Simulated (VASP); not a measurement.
Here is a VASP 6.6.1 calculation.

File INCAR:

```
SYSTEM = BaMn2
ALGO = Normal
EDIFF = 1E-6
ENCUT = 680
GGA = PE
GGA_COMPAT = .FALSE.
ISIF = 2
ISMEAR = 0
ISPIN = 2
LASPH = .TRUE.
LCHARG = .FALSE.
LMAXMIX = 4
LORBIT = 11
LREAL = .FALSE.
LWAVE = .FALSE.
MAGMOM = 0 0 4 4 4 4
NBANDS = 53
NELM = 200
PREC = Accurate
SIGMA = 0.1
```

Contents of KPOINTS:

```
k-points
0
G
  4 4 4
  0 0 0
```

The input POSCAR:

```
BaMn2
1.0
    0.0000000000      4.0055368449      4.0055368449
    4.0055368449      0.0000000000      4.0055368449
    4.0055368449      4.0055368449      0.0000000000
Ba Mn
2 4
Direct
    0.0000000000      0.0000000000      0.0000000000
    0.2500000000      0.2500000000      0.2500000000
    0.6250000000      0.6250000000      0.6250000000
    0.1250000000      0.6250000000      0.6250000000
    0.6250000000      0.6250000000      0.1250000000
    0.6250000000      0.1250000000      0.6250000000
```

Potentials or basis: VASP PAW PBE potentials, release 64 (Ba_sv, Mn_sv).

Launch:

```sh
$ cat potpaw_PBE.64/Ba_sv/POTCAR potpaw_PBE.64/Mn_sv/POTCAR > POTCAR
$ mpirun -np 1 vasp_std > vasp.out
```

(1) Estimate the net moment.

(2) Estimate the pressure.

(3) Estimate the site moments.

Answers

(1) 13.34 μB per cell.

(2) 3.9 GPa.

(3) Ba -0.15; Mn +3.15 μB.

Caveat: the cell stands under pressure.
